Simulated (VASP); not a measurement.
# HCl (I4/mmm) in VASP: a series of runs

Runs on HCl. Level: r2SCAN. Tasks: single point.

All numbers are computed with VASP 6.6.1; they aren't measurements. Logs are shortened: lines on timing, memory, paths and dates and some standing lists are left out, and cuts for length are marked.

## Step 1: The cell of the first run

Symmetry: I4/mmm, No. 139, tetragonal system. The conventional cell has a = 3.562 Å, b = 3.562 Å, c = 5.475 Å, α = 90.00°, β = 90.00°, γ = 90.00°. H (site symmetry 4/mmm) has 6 Cl at 2.52 to 2.74 Å within 3.3 Å. Cl (site symmetry 4/mmm) has 6 H at 2.52 to 2.74 Å within 3.3 Å.

## Step 2: Single point, r2SCAN (strain -0.080 along x and y, +0.000 along z)

The input, POSCAR:

```
HCl
1.0
    0.0000000000      2.5185000000      2.7375000000
    2.5185000000      0.0000000000      2.7375000000
    2.5185000000      2.5185000000      0.0000000000
H Cl
1 1
Direct
    0.0000000000      0.0000000000      0.0000000000
    0.5000000000      0.5000000000      0.5000000000
```

The input, INCAR.step1:

```
PREC     = Accurate       # precision mode
ENCUT    = 520            # plane-wave cutoff, eV
ISMEAR   = 0              # smearing method
SIGMA    = 0.15           # smearing width, eV
LREAL    = False          # projectors in reciprocal space
LASPH    = True           # aspherical terms in the spheres
NELM     = 100            # most SCF steps
NBANDS   = 11             # bands
GGA      = PE             # functional
ALGO     = Normal         # electronic algorithm
EDIFF    = 1E-4           # SCF threshold, eV
LWAVE    = True           # write WAVECAR
LCHARG   = False          # write CHGCAR
```

The input, INCAR.step2:

```
PREC     = Accurate       # precision mode
ENCUT    = 520            # plane-wave cutoff, eV
EDIFF    = 1E-6           # SCF threshold, eV
ISMEAR   = 0              # smearing method
SIGMA    = 0.15           # smearing width, eV
LREAL    = False          # projectors in reciprocal space
LASPH    = True           # aspherical terms in the spheres
NELM     = 100            # most SCF steps
ALGO     = Normal         # electronic algorithm
ISIF     = 2              # what is computed and relaxed
LWAVE    = False          # write WAVECAR
LCHARG   = False          # write CHGCAR
METAGGA  = R2SCAN         # meta-GGA
LMIXTAU  = True         
NBANDS   = 11             # bands
ISTART   = 1
```

The input, KPOINTS:

```
Automatic mesh
0
Gamma
  16 16 16
```

Potentials or basis: VASP PAW PBE potentials, release 64 (H, Cl).

The run is started by

```sh
cat potpaw_PBE.64/H/POTCAR potpaw_PBE.64/Cl/POTCAR > POTCAR
cp INCAR.step1 INCAR
mpirun -np 1 vasp_std > vasp.out
cp INCAR.step2 INCAR
mpirun -np 1 vasp_std > vasp.out
```

OUTCAR:

```text
PREC = Accurate
   ENCUT = 520
   EDIFF = 1E-6
   ISMEAR = 0
   LREAL = False
   LASPH = True
   NELM = 100
   ISIF = 2
   METAGGA = R2SCAN
   ISTART = 1

 ion  position               nearest neighbor table
   1  0.000  0.000  0.000-
   2  0.500  0.500  0.500-

  LATTYP: Found a body centered tetragonal cell.
 ALAT       =     3.5616968568
 C/A-ratio  =     1.5371886548

  Lattice vectors:

 A1 = (  -2.5185000000,   0.0000000000,   2.7375000000)
 A2 = (   2.5185000000,   0.0000000000,   2.7375000000)
 A3 = (   0.0000000000,   2.5185000000,  -2.7375000000)

Analysis of symmetry for initial positions (statically):
=====================================================================
 Subroutine PRICEL returns:
 Original cell was already a primitive cell.

 Routine SETGRP: Setting up the symmetry group for a
 body centered tetragonal supercell.

 Subroutine GETGRP returns: Found 16 space group operations
 (whereof 16 operations were pure point group operations)
 out of a pool of 16 trial point group operations.

The static configuration has the point symmetry D_4h.

Analysis of symmetry for dynamics (positions and initial velocities):
=====================================================================
 Subroutine PRICEL returns:
 Original cell was already a primitive cell.

 Routine SETGRP: Setting up the symmetry group for a
 body centered tetragonal supercell.

 Subroutine GETGRP returns: Found 16 space group operations
 (whereof 16 operations were pure point group operations)
 out of a pool of 16 trial point group operations.

The dynamic configuration has the point symmetry D_4h.

 Subroutine INISYM returns: Found 16 space group operations
 (whereof 16 operations are pure point group operations),
 and found     1 'primitive' translations

----------------------------------------------------------------------------------------

                                     Primitive cell

  volume of cell :      34.7271

  direct lattice vectors                    reciprocal lattice vectors
     0.000000000  2.518500000  2.737500000    -0.198530872  0.198530872  0.182648402
     2.518500000  0.000000000  2.737500000     0.198530872 -0.198530872  0.182648402
     2.518500000  2.518500000  0.000000000     0.198530872  0.198530872 -0.182648402

  length of vectors
     3.719778018  3.719778018  3.561696857     0.334946940  0.334946940  0.334946940

  position of ions in fractional coordinates (direct lattice)
     0.000000000  0.000000000  0.000000000
     0.500000000  0.500000000  0.500000000

  ion indices of the primitive-cell ions
   primitive index   ion index
                 1           1
                 2           2

----------------------------------------------------------------------------------------

 KPOINTS: Automatic mesh

Automatic generation of k-mesh.
 Grid dimensions read from file:
 generate k-points for:   16   16   16

 Generating k-lattice:

  Cartesian coordinates                     Fractional coordinates (reciprocal lattice)
    -0.012408179  0.012408179  0.011415525     0.062500000  0.000000000  0.000000000
     0.012408179 -0.012408179  0.011415525     0.000000000  0.062500000  0.000000000
     0.012408179  0.012408179 -0.011415525     0.000000000  0.000000000  0.062500000

  Length of vectors
     0.020934184  0.020934184  0.020934184

  Shift w.r.t. Gamma in fractional coordinates (k-lattice)
     0.000000000  0.000000000  0.000000000

 Subroutine IBZKPT returns following result:
 ===========================================

 Found    349 irreducible k-points:

 Following reciprocal coordinates:
            Coordinates               Weight
  0.000000  0.000000  0.000000      1.000000
  0.062500  0.000000  0.000000      8.000000
  0.125000  0.000000  0.000000      8.000000
  0.187500  0.000000  0.000000      8.000000
  0.250000  0.000000  0.000000      8.000000
  0.312500  0.000000  0.000000      8.000000
[... 16 lines left out ...]
 -0.125000  0.062500  0.000000      8.000000
 -0.062500  0.062500  0.000000      4.000000
 [... further k-points ...]
   k-points           NKPTS =    349   k-points in BZ     NKDIM =    349   number of bands    NBANDS=     11
   number of dos      NEDOS =    301   number of ions     NIONS =      2
   total plane-waves  NPLWV =  21952
   dimension x,y,z NGX =    28 NGY =   28 NGZ =   28
   dimension x,y,z NGXF=    56 NGYF=   56 NGZF=   56
   ions per type =               1   1
   NGX,Y,Z   is equivalent  to a cutoff of  12.51, 12.51, 13.07 a.u.
   NGXF,Y,Z  is equivalent  to a cutoff of  25.03, 25.03, 26.14 a.u.
 SYSTEM =  unknown system
   PREC   = accura    normal or accurate (medium, high low for compatibility)
   ISTART =      1    job   : 0-new  1-cont  2-samecut
   ICHARG =      0    charge: 1-file 2-atom 10-const
   ISPIN  =      1    spin polarized calculation?
   LNONCOLLINEAR =      F non collinear calculations
   LSORBIT =      F    spin-orbit coupling
   LASPH  =      T    aspherical Exc in radial PAW
   ENCUT  =  520.0 eV  38.22 Ry    6.18 a.u.   6.92  6.92  6.62*2*pi/ulx,y,z
   NELM   =    100;   NELMIN=  2; NELMDL=  0     # of ELM steps
   EDIFF  = 0.1E-05   stopping-criterion for ELM
   LREAL  =      F    real-space projection
   EDIFFG = 0.1E-04   stopping-criterion for IOM
   NSW    =      0    number of steps for IOM
   IBRION =     -1    ionic relax: 0-MD 1-quasi-New 2-CG
   NFREE  =      0    steps in history (QN), initial steepest desc. (CG)
   ISIF   =      2    stress and relaxation
   ISYM   =      2    0-nonsym 1-usesym 2-fastsym
   POTIM  = 0.5000    time-step for ionic-motion
   TEBEG  =    0.0;   TEEND  =   0.0 temperature during run
   PSTRESS=    0.0 pullay stress
   NELECT =       8.0000    total number of electrons
   NUPDOWN=      -1.0000    fix difference up-down
   EMIN   =  10.00;   EMAX   =-10.00  energy-range for DOS
   EFERMI =   0.00;   METHOD = LEGACY
   ISMEAR =     0;   SIGMA  =   0.15  broadening in eV -4-tet -1-fermi 0-gaus
   EFERMI_NEDOS =   21; number of points for ismear=-14 and -15
   IALGO  =     38    algorithm
   IMIX   =      4    mixing-type and parameters
     AMIX     =   0.40;   BMIX     =  1.00
     AMIX_MAG =   1.60;   BMIX_MAG =  1.00
  volume/ion in A,a.u.               =      17.36       117.17
  Fermi-wavevector in a.u.,A,eV,Ry     =   1.003573  1.896477 13.703217  1.007158
  Thomas-Fermi vector in A             =   2.136133
   LORBIT       =      0    0 simple, 1 ext, 2 COOP (PROOUT), +10 PAW based schemes
   METAGGA = R2SCAN    functional components
   LHFCALC =     F    Hartree Fock is set to
   AEXX    =    0.0000 exact exchange contribution
   IVDW    =     0    specifies the selected vdW correction
   LEPSILON=     F    determine dielectric tensor
   LRPA    =     F    only Hartree local field effects (RPA)
 non-spin polarized calculation
 Gauss-broadening in eV      SIGMA  =   0.15
  energy-cutoff  :      520.00
  volume of cell :       34.73
 maximum number of plane-waves:       954
   NGX = 13   NGY = 13   NGZ = 13

 number of electron       8.0000001 magnetization

 Free energy of the ion-electron system (eV)
  ---------------------------------------------------
  ext. energy  EPLUGINS =         0.00000000
  ---------------------------------------------------
  free energy    TOTEN  =        -7.52059500 eV

  energy without entropy =       -7.51805986  energy(sigma->0) =       -7.51932743

 E-fermi :  -1.3506     XC(G=0):  -8.7008

 val. band max:       -1.3750979795   @ k =   0.5000   0.0000   0.4375
 cond. band min:      -1.3478022164   @ k =   0.4375   0.4375   0.0000
 fundamental gap:      0.0272957631
 Fermi energy:        -1.3506126685

 k-point     1 :       0.0000    0.0000    0.0000
  band No.  band energies     occupation
      1     -15.6439      2.00000
      2      -1.5229      1.89571
      3      -1.5229      1.89571
      4      -1.4161      1.46307
      5      -1.2155      0.20270
      6      11.6814      0.00000
      7      11.7342      0.00000
      8      12.4110      0.00000
      9      12.4110      0.00000
     10      14.8711      0.00000
     11      15.4060      0.00000

 k-point     2 :       0.0625    0.0000    0.0000
  band No.  band energies     occupation
      1     -15.6220      2.00000
      2      -2.0680      2.00000
      3      -1.5274      1.90437
      4      -1.4532      1.66654
      5      -0.6821      0.00000
      6      11.4934      0.00000
      7      11.7513      0.00000
      8      12.2848      0.00000
      9      12.4704      0.00000
     10      14.5322      0.00000
     11      14.9994      0.00000

 k-point     3 :       0.1250    0.0000    0.0000
  band No.  band energies     occupation
      1     -15.5588      2.00000
      2      -2.7587      2.00000
      3      -1.5399      1.92570
      4      -1.4997      1.84026
      5      -0.0846      0.00000
      6      10.8009      0.00000
      7      11.7879      0.00000
      8      12.3121      0.00000
      9      12.5942      0.00000
     10      14.0420      0.00000
     11      14.3439      0.00000

 k-point     4 :       0.1875    0.0000    0.0000
  band No.  band energies     occupation
      1     -15.4612      2.00000
      2      -3.4317      2.00000
      3      -1.5671      1.95879
      4      -1.5582      1.94969
      5       0.4453      0.00000
      6       9.9303      0.00000
      7      11.6968      0.00000
      8      12.4897      0.00000
      9      12.5371      0.00000
     10      13.9706      0.00000
     11      14.0550      0.00000
[... 239 lines left out ...]
 k-point    22 :      -0.1875    0.0625    0.0000
  band No.  band energies     occupation
      1     -15.3953      2.00000
      2      -3.8133      2.00000
      3      -1.6607      1.99654
      4      -1.5222      1.89420
      5       0.7797      0.00000
      6       9.7677      0.00000
      7      11.3057      0.00000
      8      12.4083      0.00000
      9      12.5791      0.00000
     10      13.5688      0.00000
     11      14.6387      0.00000

 k-point    23 :      -0.1250    0.0625    0.0000
  band No.  band energies     occupation
      1     -15.5030      2.00000
      2      -3.2128      2.00000
      3      -1.5641      1.95581
      4      -1.5116      1.87098
      5       0.3159      0.00000
      6      10.6694      0.00000
      7      11.4825      0.00000
      8      12.3559      0.00000
      9      12.7187      0.00000
     10      13.5141      0.00000
     11      14.2289      0.00000

 k-point    24 :      -0.0625    0.0625    0.0000
  band No.  band energies     occupation
      1     -15.5816      2.00000
      2      -2.6016      2.00000
      3      -1.5133      1.87501
      4      -1.4823      1.78556
      5      -0.2050      0.00000
      6      11.4344      0.00000
      7      11.6845      0.00000
      8      12.0783      0.00000
      9      12.5712      0.00000
     10      14.1924      0.00000
     11      14.2761      0.00000

 [... further k-points ...]
[... 5 lines left out ...]
  --------------------------------------------------------------------------------------
  -------------------------------------------------------------------------------------
  Total       -2.8135952     -2.8135952     -1.2487987      0.0000000      0.0000000      0.0000000
  in kB     -129.8088104   -129.8088104    -57.6149235      0.0000000      0.0000000      0.0000000
  external PRESSURE =    -105.7441815 kB  Pullay stress =       0.0000000 kB

 VOLUME and BASIS-vectors are now :
 -----------------------------------------------------------------------------
  energy-cutoff  :      520.00
  volume of cell :       34.73
      direct lattice vectors                 reciprocal lattice vectors
     0.000000000  2.518500000  2.737500000    -0.198530872  0.198530872  0.182648402
     2.518500000  0.000000000  2.737500000     0.198530872 -0.198530872  0.182648402
     2.518500000  2.518500000  0.000000000     0.198530872  0.198530872 -0.182648402

 POSITION                                       TOTAL-FORCE (eV/Angst)
 -----------------------------------------------------------------------------------
      0.00000      0.00000      0.00000         0.000000      0.000000      0.000000
      2.51850      2.51850      2.73750        -0.000000     -0.000000      0.000000
 -----------------------------------------------------------------------------------
    total drift:                                0.000000      0.000000      0.000000

  FREE ENERGIE OF THE ION-ELECTRON SYSTEM (eV)
  ---------------------------------------------------
  free  energy   TOTEN  =        -7.5205950008 eV

  energy  without entropy=       -7.5180598583  energy(sigma->0) =       -7.51932743
```

It took 3.8 min on 1 thread of Intel Xeon 6975P-C (Granite Rapids), shared host; peak memory 0.25 GiB.

Results:

```yaml
Free_energy: -7.5206 eV
Pressure: -10.6 GPa
Band_gap_on_the_k_mesh: zero (bands 4 and 5 overlap by 0.26 eV)
```

Stress tensor (GPa, compression positive):
```
-12.98   0.00   0.00
  0.00 -12.98   0.00
  0.00   0.00  -5.76
```

Caveat: the cell differs from its parent crystal (strain -0.080 along x and y, +0.000 along z); the cell stands under tension; the PAW data sets were made with another functional, which shifts forces and pressure a little.

## Step 3: Single point, r2SCAN (strain +0.080 along x and y, -0.080 along z)

The input, POSCAR:

```
HCl
1.0
    0.0000000000      2.9565000000      2.5185000000
    2.9565000000      0.0000000000      2.5185000000
    2.9565000000      2.9565000000      0.0000000000
H Cl
1 1
Direct
    0.0000000000      0.0000000000      0.0000000000
    0.5000000000      0.5000000000      0.5000000000
```

The input, INCAR.step1:

```
PREC = Accurate
ENCUT = 520
ISMEAR = 0
SIGMA = 0.15
LREAL = F
LASPH = T
NELM = 60
NBANDS = 11
GGA = PE
ALGO = Normal
EDIFF = 1E-4
LWAVE = T
LCHARG = F
```

The input, INCAR.step2:

```
PREC = Accurate
ENCUT = 520
EDIFF = 1E-7
ISMEAR = 0
SIGMA = 0.15
LREAL = F
LASPH = T
NELM = 60
ALGO = Normal
ISIF = 2
LWAVE = F
LCHARG = T
METAGGA = R2SCAN
LMIXTAU = T
LELF = T
LVHAR = T
NBANDS = 11
ISTART = 1
```

The input, KPOINTS:

```
regular mesh
0
Gamma
  16 16 16
```

Potentials or basis: VASP PAW PBE potentials, release 64 (H, Cl).

The run is started by

```sh
cat potpaw_PBE.64/H/POTCAR potpaw_PBE.64/Cl/POTCAR > POTCAR
cp INCAR.step1 INCAR
mpirun -np 1 vasp_std > vasp.out
cp INCAR.step2 INCAR
mpirun -np 1 vasp_std > vasp.out
```

Wall time 5.6 min (1 thread of Intel Xeon 6975P-C (Granite Rapids), shared host); peak memory 0.29 GiB.

It converged, with:

| Property | Result |
| --- | --- |
| Free energy | -7.0766 eV |
| Pressure | -9.9 GPa |
| Band gap on the k mesh | zero (bands 4 and 5 overlap by 0.04 eV) |

Stress tensor (GPa, compression positive):
```
 -5.51   0.00   0.00
  0.00  -5.51   0.00
  0.00   0.00 -18.65
```

Levels at points of the mesh, in eV from the Fermi level:
```csv
k point,band 1,band 2,band 3,band 4,band 5,band 6,band 7,band 8,band 9
"(0.00, 0.00, 0.00)",-13.70,-0.49,-0.12,-0.12,-0.09,11.09,13.04,13.04,14.07
"(0.50, 0.00, 0.00)",-13.38,-3.09,-0.44,-0.38,2.52,8.56,11.27,12.59,14.52
"(0.50, 0.50, 0.00)",-13.22,-1.80,-0.92,-0.92,-0.16,9.70,13.82,14.87,14.87
"(0.50, 0.00, 0.50)",-13.35,-1.70,-1.04,-0.39,-0.06,10.51,11.98,14.83,15.01
```

Caveat: the cell differs from its parent crystal (strain +0.080 along x and y, -0.080 along z); the cell stands under tension; the PAW data sets were made with another functional, which shifts forces and pressure a little.

(Part 1 of 2 ends here.)
